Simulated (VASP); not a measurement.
# BN (F-43m) in VASP: elastic constants with PBE

Aim: the elastic constants of BN with PBE.

Program: VASP 6.6.1. These are calculated values, not measurements. Logs are shortened: lines on timing, memory, paths and dates and some standing lists are left out, and cuts for length are marked.

**1. The cell of the first run**

It takes space group F-43m (No. 216, cubic). The conventional cell has a = 3.625 Å, b = 3.625 Å, c = 3.625 Å, α = 90.00°, β = 90.00°, γ = 90.00°. B (site symmetry -43m) has 4 N at 1.57 Å within 2.1 Å. Within 2.1 Å of N (site symmetry -43m) lie 4 B at 1.57 Å.

**2. Elastic constants, PBE**

The input, INCAR:

```
PREC     = Accurate       # precision mode
ENCUT    = 600            # plane-wave cutoff, eV
EDIFF    = 1E-8           # SCF threshold, eV
ISMEAR   = 0              # smearing method
SIGMA    = 0.01           # smearing width, eV
LREAL    = F              # projectors in reciprocal space
LASPH    = T              # aspherical terms in the spheres
NELM     = 60             # most SCF steps
ALGO     = Normal         # electronic algorithm
ISIF     = 3              # what is computed and relaxed
LWAVE    = F              # write WAVECAR
LCHARG   = F              # write CHGCAR
GGA      = PE             # functional
IBRION   = 6              # ionic algorithm
NFREE    = 2            
POTIM    = 0.015          # step
NSW      = 1              # ionic steps
```

The input, KPOINTS:

```
regular mesh
0
Gamma
  16 16 16
```

The input, POSCAR:

```
BN
1.0
    0.0000000000      1.8123426907      1.8123426907
    1.8123426907      0.0000000000      1.8123426907
    1.8123426907      1.8123426907      0.0000000000
B N
1 1
Direct
    0.0000000000      0.0000000000      0.0000000000
    0.7500000000      0.7500000000      0.7500000000
```

Potentials or basis: VASP PAW PBE potentials, release 64 (B, N).

On the command line:

```console
$ cat potpaw_PBE.64/B/POTCAR potpaw_PBE.64/N/POTCAR > POTCAR
$ mpirun -np 1 vasp_std > vasp.out
```

OUTCAR:

```text
PREC = Accurate
   ENCUT = 600
   EDIFF = 1E-8
   ISMEAR = 0
   LREAL = F
   LASPH = T
   NELM = 60
   ISIF = 3
   GGA = PE
   IBRION = 6
   NFREE = 2
   POTIM = 0.015
   NSW = 1

 ion  position               nearest neighbor table
   1  0.000  0.000  0.000-   2 1.57   2 1.57   2 1.57   2 1.57
   2  0.750  0.750  0.750-   1 1.57   1 1.57   1 1.57   1 1.57

  LATTYP: Found a face centered cubic cell.
 ALAT       =     3.6246853814

  Lattice vectors:

 A1 = (   0.0000000000,   1.8123426907,   1.8123426907)
 A2 = (   1.8123426907,   0.0000000000,   1.8123426907)
 A3 = (   1.8123426907,   1.8123426907,   0.0000000000)

Analysis of symmetry for initial positions (statically):
=====================================================================
 Subroutine PRICEL returns:
 Original cell was already a primitive cell.

 Routine SETGRP: Setting up the symmetry group for a
 face centered cubic supercell.

 Subroutine GETGRP returns: Found 24 space group operations
 (whereof 24 operations were pure point group operations)
 out of a pool of 48 trial point group operations.

The static configuration has the point symmetry T_d .

Analysis of symmetry for dynamics (positions and initial velocities):
=====================================================================
 Subroutine PRICEL returns:
 Original cell was already a primitive cell.

 Routine SETGRP: Setting up the symmetry group for a
 face centered cubic supercell.

 Subroutine GETGRP returns: Found 24 space group operations
 (whereof 24 operations were pure point group operations)
 out of a pool of 48 trial point group operations.

The dynamic configuration has the point symmetry T_d .

 Subroutine INISYM returns: Found 24 space group operations
 (whereof 24 operations are pure point group operations),
 and found     1 'primitive' translations

----------------------------------------------------------------------------------------

                                     Primitive cell

  volume of cell :      11.9056

  direct lattice vectors                    reciprocal lattice vectors
     0.000000000  1.812342691  1.812342691    -0.275886013  0.275886013  0.275886013
     1.812342691  0.000000000  1.812342691     0.275886013 -0.275886013  0.275886013
     1.812342691  1.812342691  0.000000000     0.275886013  0.275886013 -0.275886013

  length of vectors
     2.563039613  2.563039613  2.563039613     0.477848592  0.477848592  0.477848592

  position of ions in fractional coordinates (direct lattice)
     0.000000000  0.000000000  0.000000000
     0.750000000  0.750000000  0.750000000

  ion indices of the primitive-cell ions
   primitive index   ion index
                 1           1
                 2           2

----------------------------------------------------------------------------------------

 KPOINTS: regular mesh

Automatic generation of k-mesh.
 Grid dimensions read from file:
 generate k-points for:   16   16   16

 Generating k-lattice:

  Cartesian coordinates                     Fractional coordinates (reciprocal lattice)
    -0.017242876  0.017242876  0.017242876     0.062500000  0.000000000  0.000000000
[... 100 lines left out ...]
 number of electron       7.9999999 magnetization

 Free energy of the ion-electron system (eV)
  ---------------------------------------------------
  ext. energy  EPLUGINS =         0.00000000
  ---------------------------------------------------
  free energy    TOTEN  =       -17.45460309 eV

  energy without entropy =      -17.45460309  energy(sigma->0) =      -17.45460309

------------------------ aborting loop because EDIFF is reached ----------------------------------------

  FORCE on cell =-STRESS in cart. coord.  units (eV):
  Direction    XX          YY          ZZ          XY          YZ          ZX
  --------------------------------------------------------------------------------------
  -------------------------------------------------------------------------------------
  Total       -0.0029890     -0.0029890     -0.0029890      0.0000000      0.0000000     -0.0000000
  in kB       -0.4022415     -0.4022415     -0.4022415      0.0000000      0.0000000     -0.0000000
  external PRESSURE =      -0.4022415 kB  Pullay stress =       0.0000000 kB
[... 89 lines left out ...]
  FREE ENERGIE OF THE ION-ELECTRON SYSTEM (eV)
  ---------------------------------------------------
  free  energy   TOTEN  =       -17.4480603878 eV

  energy  without entropy=      -17.4480603878  energy(sigma->0) =      -17.44806039

[... ionic steps 4 to 14 ...]

--------------------------------------- Ionic step       15  -------------------------------------------

 number of electron       7.9999999 magnetization

------------------------ aborting loop because EDIFF is reached ----------------------------------------
[... 67 lines left out ...]
--------------------------------------- Ionic step       17  -------------------------------------------

 number of electron       7.9999999 magnetization

 Free energy of the ion-electron system (eV)
  ---------------------------------------------------
  ext. energy  EPLUGINS =         0.00000000
  ---------------------------------------------------
  free energy    TOTEN  =       -17.45192795 eV

  energy without entropy =      -17.45192795  energy(sigma->0) =      -17.45192795

 E-fermi :   7.5999     XC(G=0): -12.7825

 val. band max:        7.4357629702   @ k =   0.0000   0.0000   0.0000
 cond. band min:      11.7520829823   @ k =   0.5000   0.5000   0.0000
 fundamental gap:      4.3163200120
 Fermi energy:         7.5998600662

 k-point     1 :       0.0000    0.0000    0.0000
  band No.  band energies     occupation
      1     -12.8360      2.00000
      2       7.1674      2.00000
      3       7.3059      2.00000
      4       7.4358      2.00000
      5      15.9796      0.00000
      6      16.0815      0.00000
      7      16.1992      0.00000
      8      17.5249      0.00000
[... 243 lines left out ...]
 k-point    24 :      -0.0625    0.0625    0.0000
  band No.  band energies     occupation
      1     -12.5844      2.00000
      2       6.1674      2.00000
      3       6.6710      2.00000
      4       7.2247      2.00000
      5      16.2694      0.00000
      6      16.2948      0.00000
      7      16.7968      0.00000
      8      18.3284      0.00000

 [... further k-points ...]
[... 5 lines left out ...]
  --------------------------------------------------------------------------------------
  -------------------------------------------------------------------------------------
  Total        0.0004687      0.0026218      0.0026218      0.0000000     -0.0221258      0.0000000
  in kB        0.0630759      0.3528235      0.3528235      0.0000000     -2.9775422      0.0000000
  external PRESSURE =       0.2562410 kB  Pullay stress =       0.0000000 kB
[... 17 lines left out ...]
  FREE ENERGIE OF THE ION-ELECTRON SYSTEM (eV)
  ---------------------------------------------------
  free  energy   TOTEN  =       -17.4519279549 eV

  energy  without entropy=      -17.4519279549  energy(sigma->0) =      -17.45192795

 INTERNAL STRAIN TENSORS FROM STRAINED CELLS
 ============================================

 INTERNAL STRAIN TENSOR FOR ION    1 for displacements in x,y,z  (eV/Angst):
          X           Y           Z          XY          YZ          ZX
  --------------------------------------------------------------------------------
  x     0.00000    -0.00000     0.00000     0.00000    -1.47652    -0.00000
  y    -0.00000     0.00000     0.00000     0.00000    -0.00000    -1.47679
  z    -0.00000    -0.00000     0.00000    -1.47628     0.00000     0.00000

 INTERNAL STRAIN TENSORS FROM DISPLACED ATOMS
 ============================================

 INTERNAL STRAIN TENSOR FOR ION    1 for displacements in x,y,z  (eV/Angst):
          X           Y           Z          XY          YZ          ZX
  --------------------------------------------------------------------------------
  x    -0.00000    -0.00000    -0.00000     0.00000    -1.47407     0.00000
  y     0.00000    -0.00000     0.00000     0.00000     0.00000    -1.47407
  z    -0.00000    -0.00000    -0.00000    -1.47407     0.00000     0.00000

 INTERNAL STRAIN TENSOR FOR ION    2 for displacements in x,y,z  (eV/Angst):
          X           Y           Z          XY          YZ          ZX
  --------------------------------------------------------------------------------
  x    -0.00000    -0.00000    -0.00000     0.00000     1.47515     0.00000
  y     0.00000    -0.00000     0.00000     0.00000     0.00000     1.47515
  z    -0.00000    -0.00000    -0.00000     1.47515     0.00000     0.00000

 Eigenvectors and eigenvalues of the dynamical matrix
 ----------------------------------------------------

   1 f  =   30.861013 THz   193.905461 2PiTHz 1029.412574 cm-1   127.630835 meV
             X         Y         Z           dx          dy          dz
      0.000000  0.000000  0.000000    -0.751216    0.000000    0.000000
      2.718514  2.718514  2.718514     0.660057    0.000000    0.000000
[... 21 lines left out ...]
   6 f/i=    0.001289 THz     0.008098 2PiTHz    0.042991 cm-1     0.005330 meV
             X         Y         Z           dx          dy          dz
      0.000000  0.000000  0.000000     0.000000    0.344477    0.563037
      2.718514  2.718514  2.718514     0.000000    0.392051    0.640797

--------------------------------------------------------------------------------------------------------

 ELASTIC MODULI CONTR FROM IONIC RELAXATION (kBar)
 Direction    XX          YY          ZZ          XY          YZ          ZX
 --------------------------------------------------------------------------------
 XX          -0.0000     -0.0000     -0.0000      0.0000      0.0000     -0.0000
 YY          -0.0000     -0.0000     -0.0000      0.0000      0.0000      0.0000
 ZZ          -0.0000     -0.0000     -0.0000      0.0000      0.0000     -0.0000
 XY           0.0000      0.0000      0.0000    -12.3093      0.0000      0.0000
 YZ           0.0000      0.0000      0.0000      0.0000    -12.3093      0.0000
 ZX          -0.0000      0.0000     -0.0000      0.0000      0.0000    -12.3093
 --------------------------------------------------------------------------------

 TOTAL ELASTIC MODULI (kBar)
 Direction    XX          YY          ZZ          XY          YZ          ZX
 --------------------------------------------------------------------------------
 XX        7796.5601   1700.9519   1700.9519      0.0000      0.0000      0.0000
 YY        1700.9519   7796.5601   1700.9519     -0.0000     -0.0000     -0.0000
 ZZ        1700.9519   1700.9519   7796.5601      0.0000     -0.0000      0.0000
 XY           0.0000     -0.0000      0.0000   4436.7004      0.0000      0.0000
 YZ           0.0000     -0.0000     -0.0000      0.0000   4436.7004      0.0000
 ZX           0.0000     -0.0000      0.0000      0.0000      0.0000   4436.7004
 --------------------------------------------------------------------------------
```

Run time: 16 min. Hardware: 1 thread of Intel Xeon 8259CL, shared host; peak memory 0.37 GiB.

Results:

```yaml
Elastic_constants_C11_C12_C44: 780, 170, 444 GPa
Voigt_bulk_modulus: 373 GPa
Highest_phonon_frequency_at_Γ_LO-TO_splitting_left_out: 1029 cm⁻¹
```

Phonon frequencies in cm⁻¹ (negative: imaginary):
| q point | frequencies |
| --- | --- |
| (0.000, 0.000, 0.000) | 0 0 0 1029 1029 1029 |

Elastic tensor in Voigt notation (GPa, in the Cartesian axes of the cell as first typed):
```
780 170 170   0   0   0
170 780 170   0   0   0
170 170 780   0   0   0
  0   0   0 444   0   0
  0   0   0   0 444   0
  0   0   0   0   0 444
```

Clamped-ion elastic tensor (GPa):
```
780 170 170   0   0   0
170 780 170   0   0   0
170 170 780   0   0   0
  0   0   0 445   0   0
  0   0   0   0 445   0
  0   0   0   0   0 445
```
